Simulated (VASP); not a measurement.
# Ga3Sb (I4/mmm) in VASP: further runs

Runs on Ga3Sb. Level: PBE. Tasks: relaxation of shape and atoms at fixed volume.

Program: VASP 6.6.1. These are calculated values, not measurements. Logs are shortened: lines on timing, memory, paths and dates and some standing lists are left out, and cuts for length are marked.

## 1. The cell of the first run

The structure is tetragonal, space group I4/mmm (No. 139). Conventional cell: a = 4.617 Å, b = 4.617 Å, c = 8.524 Å, α = 90.00°, β = 90.00°, γ = 90.00°. Within 4.3 Å of Ga (site symmetry -4m2) lie 10 Ga at 3.14 to 4.26 Å and 4 Sb at 3.14 Å. Within 4.3 Å of Ga (site symmetry 4/mmm) lie 8 Ga at 3.14 Å and 6 Sb at 3.26 to 4.26 Å. Within 4.3 Å of Sb (site symmetry 4/mmm) lie 14 Ga at 3.14 to 4.26 Å.

## 2. Relaxation of shape and atoms at fixed volume, PBE (22.71 Å³/atom)

Input file INCAR:

```
SYSTEM = Ga3Sb
  PREC = Accurate
  ENCUT = 600
  EDIFF = 1E-7
  ISMEAR = 0
  SIGMA = 0.1
  LREAL = .FALSE.
  LASPH = .TRUE.
  NELM = 80
  ALGO = Fast
  ISIF = 4
  LWAVE = .FALSE.
  LCHARG = .FALSE.
  GGA = PE
  IBRION = 2
  NSW = 50
  EDIFFG = -0.01
```

Input file KPOINTS:

```
regular mesh
0
G
  14 14 14
  0 0 0
```

Input file POSCAR:

```
Ga3Sb
1.0
   -2.3082976515      2.3082976515      4.2621130572
    2.3082976515     -2.3082976515      4.2621130572
    2.3082976515      2.3082976515     -4.2621130572
Ga Sb
3 1
Direct
    0.7500000000      0.2500000000      0.5000000000
    0.2500000000      0.7500000000      0.5000000000
    0.5000000000      0.5000000000      0.0000000000
    0.0000000000      0.0000000000      0.0000000000
```

Potentials or basis: VASP PAW PBE potentials, release 64 (Ga_d, Sb).

Started as:

```bash
$ cat potpaw_PBE.64/Ga_d/POTCAR potpaw_PBE.64/Sb/POTCAR > POTCAR
$ mpirun -np 1 vasp_std > vasp.out
```

OUTCAR:

```text
SYSTEM = Ga3Sb
   PREC = Accurate
   ENCUT = 600
   EDIFF = 1E-7
   ISMEAR = 0
   LREAL = .FALSE.
   LASPH = .TRUE.
   NELM = 80
   ISIF = 4
   GGA = PE
   IBRION = 2
   NSW = 50
   EDIFFG = -0.01

 ion  position               nearest neighbor table
   1  0.750  0.250  0.500-   4 3.14   4 3.14   4 3.14   4 3.14
   2  0.250  0.750  0.500-   4 3.14   4 3.14   4 3.14   4 3.14
   3  0.500  0.500  0.000-   4 3.26   4 3.26   4 3.26   4 3.26
   4  0.000  0.000  0.000-   1 3.14   2 3.14   1 3.14   2 3.14   1 3.14   2 3.14   1 3.14   2 3.14
                             3 3.26   3 3.26   3 3.26   3 3.26

  LATTYP: Found a body centered tetragonal cell.
 ALAT       =     4.6165953030
 C/A-ratio  =     1.8464313103

  Lattice vectors:

 A1 = (  -2.3082976515,   2.3082976515,   4.2621130572)
 A2 = (   2.3082976515,  -2.3082976515,   4.2621130572)
 A3 = (   2.3082976515,   2.3082976515,  -4.2621130572)

Analysis of symmetry for initial positions (statically):
=====================================================================
 Subroutine PRICEL returns:
 Original cell was already a primitive cell.

 Routine SETGRP: Setting up the symmetry group for a
 body centered tetragonal supercell.

 Subroutine GETGRP returns: Found 16 space group operations
 (whereof 16 operations were pure point group operations)
 out of a pool of 16 trial point group operations.

The static configuration has the point symmetry D_4h.

Analysis of symmetry for dynamics (positions and initial velocities):
=====================================================================
 Subroutine PRICEL returns:
 Original cell was already a primitive cell.

 Routine SETGRP: Setting up the symmetry group for a
 body centered tetragonal supercell.

 Subroutine GETGRP returns: Found 16 space group operations
 (whereof 16 operations were pure point group operations)
 out of a pool of 16 trial point group operations.

The dynamic configuration has the point symmetry D_4h.

 Subroutine INISYM returns: Found 16 space group operations
 (whereof 16 operations are pure point group operations),
 and found     1 'primitive' translations

----------------------------------------------------------------------------------------

                                     Primitive cell

  volume of cell :      90.8382

  direct lattice vectors                    reciprocal lattice vectors
    -2.308297652  2.308297652  4.262113057     0.000000000  0.216609847  0.117312702
     2.308297652 -2.308297652  4.262113057     0.216609847  0.000000000  0.117312702
     2.308297652  2.308297652 -4.262113057     0.216609847  0.216609847  0.000000000

  length of vectors
     5.368620289  5.368620289  5.368620289     0.246337362  0.246337362  0.306332583

  position of ions in fractional coordinates (direct lattice)
     0.750000000  0.250000000  0.500000000
     0.250000000  0.750000000  0.500000000
     0.500000000  0.500000000  0.000000000
     0.000000000  0.000000000  0.000000000

  ion indices of the primitive-cell ions
   primitive index   ion index
                 1           1
                 2           2
                 3           3
                 4           4

----------------------------------------------------------------------------------------

 KPOINTS: regular mesh

Automatic generation of k-mesh.
 Grid dimensions read from file:
 generate k-points for:   14   14   14

 Generating k-lattice:

  Cartesian coordinates                     Fractional coordinates (reciprocal lattice)
     0.000000000  0.015472132  0.008379479     0.071428571 -0.000000000  0.000000000
     0.015472132  0.000000000  0.008379479    -0.000000000  0.071428571  0.000000000
     0.015472132  0.015472132  0.000000000     0.000000000  0.000000000  0.071428571

  Length of vectors
     0.017595526  0.017595526  0.021880899

  Shift w.r.t. Gamma in fractional coordinates (k-lattice)
     0.000000000  0.000000000  0.000000000

 Subroutine IBZKPT returns following result:
 ===========================================

 Found    244 irreducible k-points:

 Following reciprocal coordinates:
            Coordinates               Weight
  0.000000  0.000000  0.000000      1.000000
  0.071429 -0.000000  0.000000      8.000000
  0.142857  0.000000 -0.000000      8.000000
  0.214286  0.000000  0.000000      8.000000
  0.285714  0.000000 -0.000000      8.000000
  0.357143  0.000000 -0.000000      8.000000
[... 16 lines left out ...]
  0.214286  0.142857  0.000000     16.000000
  0.285714  0.142857 -0.000000     16.000000
 [... further k-points ...]
   k-points           NKPTS =    244   k-points in BZ     NKDIM =    244   number of bands    NBANDS=     26
   number of dos      NEDOS =    301   number of ions     NIONS =      4
   total plane-waves  NPLWV = 110592
   dimension x,y,z NGX =    48 NGY =   48 NGZ =   48
   dimension x,y,z NGXF=    96 NGYF=   96 NGZF=   96
   ions per type =               3   1
   NGX,Y,Z   is equivalent  to a cutoff of  14.86, 14.86, 14.86 a.u.
   NGXF,Y,Z  is equivalent  to a cutoff of  29.73, 29.73, 29.73 a.u.
 SYSTEM =  Ga3Sb
   PREC   = accura    normal or accurate (medium, high low for compatibility)
   ISTART =      0    job   : 0-new  1-cont  2-samecut
   ICHARG =      2    charge: 1-file 2-atom 10-const
   ISPIN  =      1    spin polarized calculation?
   LNONCOLLINEAR =      F non collinear calculations
   LSORBIT =      F    spin-orbit coupling
   LASPH  =      T    aspherical Exc in radial PAW
   ENCUT  =  600.0 eV  44.10 Ry    6.64 a.u.  10.72 10.72 10.72*2*pi/ulx,y,z
   NELM   =     80;   NELMIN=  2; NELMDL= -5     # of ELM steps
   EDIFF  = 0.1E-06   stopping-criterion for ELM
   LREAL  =      F    real-space projection
   EDIFFG = -.1E-01   stopping-criterion for IOM
   NSW    =     50    number of steps for IOM
   IBRION =      2    ionic relax: 0-MD 1-quasi-New 2-CG
   NFREE  =      1    steps in history (QN), initial steepest desc. (CG)
   ISIF   =      4    stress and relaxation
   ISYM   =      2    0-nonsym 1-usesym 2-fastsym
   POTIM  = 0.5000    time-step for ionic-motion
   TEBEG  =    0.0;   TEEND  =   0.0 temperature during run
   PSTRESS=    0.0 pullay stress
   NELECT =      44.0000    total number of electrons
   NUPDOWN=      -1.0000    fix difference up-down
   EMIN   =  10.00;   EMAX   =-10.00  energy-range for DOS
   EFERMI =   0.00;   METHOD = LEGACY
   ISMEAR =     0;   SIGMA  =   0.10  broadening in eV -4-tet -1-fermi 0-gaus
   EFERMI_NEDOS =   21; number of points for ismear=-14 and -15
   IALGO  =     68    algorithm
   IMIX   =      4    mixing-type and parameters
     AMIX     =   0.40;   BMIX     =  1.00
     AMIX_MAG =   1.60;   BMIX_MAG =  1.00
  volume/ion in A,a.u.               =      22.71       153.25
  Fermi-wavevector in a.u.,A,eV,Ry     =   1.285690  2.429601 22.490407  1.652998
  Thomas-Fermi vector in A             =   2.417809
   LORBIT       =      0    0 simple, 1 ext, 2 COOP (PROOUT), +10 PAW based schemes
   GGA     = PE    functional components
   LHFCALC =     F    Hartree Fock is set to
   AEXX    =    0.0000 exact exchange contribution
   IVDW    =     0    specifies the selected vdW correction
   LEPSILON=     F    determine dielectric tensor
   LRPA    =     F    only Hartree local field effects (RPA)
 conjugate gradient relaxation of ions
 non-spin polarized calculation
 RMM-DIIS sequential band-by-band and
 Gauss-broadening in eV      SIGMA  =   0.10
  energy-cutoff  :      600.00
  volume of cell :       90.84
 maximum number of plane-waves:      3053
 NGX is ok and might be reduce to    48
   NGX = 21   NGY = 21   NGZ = 21

 number of electron      44.0000012 magnetization

 Free energy of the ion-electron system (eV)
  ---------------------------------------------------
  ext. energy  EPLUGINS =         0.00000000
  ---------------------------------------------------
  free energy    TOTEN  =       -12.58189767 eV

  energy without entropy =      -12.57611849  energy(sigma->0) =      -12.57900808

 E-fermi :   5.7434     XC(G=0): -10.3567

 val. band max:        5.7420190664   @ k =  -0.2143   0.3571   0.0714
 cond. band min:       5.7541440083   @ k =  -0.0714   0.0714   0.0000
 fundamental gap:      0.0121249420
 Fermi energy:         5.7433666427

 k-point     1 :       0.0000    0.0000    0.0000
  band No.  band energies     occupation
      1      -9.1962      2.00000
      2      -9.1694      2.00000
      3      -9.1501      2.00000
      4      -9.1501      2.00000
      5      -9.1479      2.00000
      6      -9.1315      2.00000
[... 18 lines left out ...]
     25       5.9785      0.00089
     26       6.2785      0.00000

 k-point     2 :       0.0714   -0.0000    0.0000
  band No.  band energies     occupation
      1      -9.1943      2.00000
      2      -9.1690      2.00000
      3      -9.1552      2.00000
      4      -9.1528      2.00000
      5      -9.1417      2.00000
      6      -9.1350      2.00000
[... 18 lines left out ...]
     25       6.5196      0.00000
     26       6.7124      0.00000

 k-point     3 :       0.1429    0.0000   -0.0000
  band No.  band energies     occupation
      1      -9.1888      2.00000
      2      -9.1702      2.00000
      3      -9.1591      2.00000
      4      -9.1554      2.00000
      5      -9.1426      2.00000
      6      -9.1307      2.00000
[... 18 lines left out ...]
     25       7.0170      0.00000
     26       7.5451      0.00000

 k-point     4 :       0.2143    0.0000    0.0000
  band No.  band energies     occupation
      1      -9.1802      2.00000
      2      -9.1728      2.00000
      3      -9.1660      2.00000
      4      -9.1492      2.00000
      5      -9.1462      2.00000
      6      -9.1216      2.00000
[... 18 lines left out ...]
     25       7.2713      0.00000
     26       7.4397      0.00000

 k-point     5 :       0.2857    0.0000   -0.0000
  band No.  band energies     occupation
      1      -9.1747      2.00000
      2      -9.1735      2.00000
      3      -9.1669      2.00000
      4      -9.1486      2.00000
      5      -9.1396      2.00000
      6      -9.1122      2.00000
[... 18 lines left out ...]
     25       7.1341      0.00000
     26       7.7033      0.00000

 k-point     6 :       0.3571    0.0000   -0.0000
  band No.  band energies     occupation
      1      -9.1791      2.00000
      2      -9.1715      2.00000
      3      -9.1553      2.00000
      4      -9.1496      2.00000
      5      -9.1286      2.00000
      6      -9.1033      2.00000
[... 427 lines left out ...]
 k-point    21 :      -0.0714    0.0714    0.0000
  band No.  band energies     occupation
      1      -9.1931      2.00000
      2      -9.1668      2.00000
      3      -9.1576      2.00000
      4      -9.1492      2.00000
      5      -9.1378      2.00000
      6      -9.1372      2.00000
[... 18 lines left out ...]
     25       6.7094      0.00000
     26       6.7473      0.00000

 k-point    22 :       0.1429    0.1429   -0.0000
  band No.  band energies     occupation
      1      -9.1848      2.00000
      2      -9.1775      2.00000
      3      -9.1631      2.00000
      4      -9.1558      2.00000
      5      -9.1420      2.00000
      6      -9.1293      2.00000
[... 18 lines left out ...]
     25       6.9324      0.00000
     26       8.4998      0.00000

 k-point    23 :       0.2143    0.1429    0.0000
  band No.  band energies     occupation
      1      -9.1864      2.00000
      2      -9.1725      2.00000
      3      -9.1658      2.00000
      4      -9.1505      2.00000
      5      -9.1450      2.00000
      6      -9.1207      2.00000
[... 18 lines left out ...]
     25       7.2543      0.00000
     26       8.7967      0.00000

 k-point    24 :       0.2857    0.1429   -0.0000
  band No.  band energies     occupation
      1      -9.1873      2.00000
      2      -9.1680      2.00000
      3      -9.1630      2.00000
      4      -9.1491      2.00000
      5      -9.1416      2.00000
      6      -9.1109      2.00000
[... 18 lines left out ...]
     25       7.9044      0.00000
     26       9.2568      0.00000

 [... further k-points ...]

------------------------ aborting loop because EDIFF is reached ----------------------------------------

  FORCE on cell =-STRESS in cart. coord.  units (eV):
  Direction    XX          YY          ZZ          XY          YZ          ZX
  --------------------------------------------------------------------------------------
  -------------------------------------------------------------------------------------
  Total       -0.7059349     -0.7059349     -0.7240249      0.0000000     -0.0000000      0.0000000
  in kB      -12.4510697    -12.4510697    -12.7701364      0.0000000     -0.0000000      0.0000000
  external PRESSURE =     -12.5574253 kB  Pullay stress =       0.0000000 kB

 VOLUME and BASIS-vectors are now :
 -----------------------------------------------------------------------------
  energy-cutoff  :      600.00
  volume of cell :       90.84
      direct lattice vectors                 reciprocal lattice vectors
    -2.308297652  2.308297652  4.262113057     0.000000000  0.216609847  0.117312702
     2.308297652 -2.308297652  4.262113057     0.216609847  0.000000000  0.117312702
     2.308297652  2.308297652 -4.262113057     0.216609847  0.216609847  0.000000000

 POSITION                                       TOTAL-FORCE (eV/Angst)
 -----------------------------------------------------------------------------------
      0.00000      2.30830      2.13106         0.000000     -0.000000      0.000000
      2.30830      0.00000      2.13106        -0.000000      0.000000     -0.000000
      0.00000      0.00000      4.26211         0.000000     -0.000000     -0.000000
      0.00000      0.00000      0.00000         0.000000     -0.000000     -0.000000
 -----------------------------------------------------------------------------------
    total drift:                                0.000000     -0.000000      0.000000

  FREE ENERGIE OF THE ION-ELECTRON SYSTEM (eV)
  ---------------------------------------------------
  free  energy   TOTEN  =       -12.5818976722 eV

  energy  without entropy=      -12.5761184923  energy(sigma->0) =      -12.57900808

 reached required accuracy - stopping structural energy minimisation
```

Wall time 31 min (1 thread of Oxide Virtual Turin-like, shared host); peak memory 0.75 GiB.

What came out:

```yaml
Free_energy: -12.5819 eV
Pressure_after_relaxing: -1.3 GPa
Band_gap_on_the_k_mesh: zero (bands 22 and 23 overlap by 4.17 eV)
```

Final structure:
```cif
data_structure
_symmetry_space_group_name_H-M 'P 1'
_symmetry_Int_Tables_number 1
_cell_length_a 5.3686
_cell_length_b 5.3686
_cell_length_c 5.3686
_cell_angle_alpha 129.070
_cell_angle_beta 129.070
_cell_angle_gamma 74.898
_cell_volume 90.84
loop_
_atom_site_label
_atom_site_type_symbol
_atom_site_fract_x
_atom_site_fract_y
_atom_site_fract_z
_atom_site_occupancy
Ga1 Ga 0.75000 0.25000 0.50000 1
Ga2 Ga 0.25000 0.75000 0.50000 1
Ga3 Ga 0.50000 0.50000 0.00000 1
Sb1 Sb 0.00000 0.00000 0.00000 1
```

Levels at points of the mesh, in eV from the Fermi level:
```
           k point  band 20  band 21  band 22  band 23  band 24  band 25
(0.00, 0.00, 0.00)    -2.32    -1.80    -1.80    -0.44    -0.44     0.24
(0.50, 0.00, 0.00)    -1.61    -1.44    -0.89    -0.27     1.68     2.73
(0.50, 0.50, 0.00)    -4.49    -4.11     0.89     0.98     1.42     1.80
(0.50, 0.50, 0.50)    -3.43    -3.43     2.44     3.54     3.55     4.07
```

Caveat: the relaxation stopped at its first step, so nothing moved; spin-orbit coupling is left out, which moves the levels of the heavy elements.

[end of part 1 of 2]
